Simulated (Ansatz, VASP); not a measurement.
# In in VASP and in Ansatz

```
In
1.0
     3.46246    0.00000    0.00000
    -1.73123    2.99857    0.00000
     0.00000    0.00000    5.56447
In
2
Direct
  0.33333 0.66667 0.25000
  0.66667 0.33333 0.75000
```

Alike in both runs: task single point; functional BLYP; k mesh 12 × 12 × 6; occupations fermi-dirac, width 0.1 eV; no spin polarisation.

|  | VASP | Ansatz |
| --- | --- | --- |
| version | VASP 6.6.1 | Ansatz 0.2.0 |
| potentials or method | VASP PAW PBE potentials, release 64 (In_d), cutoff 520 eV | plane waves (420 eV) with PAW, scalar-relativistic |
| valence electrons in the cell | 26 | 26 |

Ansatz gave:

* pressure (GPa): 2.3
* traceless stress, the component that is largest in VASP (GPa): 0.18

**Question.** Estimate VASP's values.

**Answer.** Pressure (GPa): 2.3; traceless stress, the component that is largest in VASP (GPa): 0.19.

VASP's potentials were made for PBE, not for BLYP.
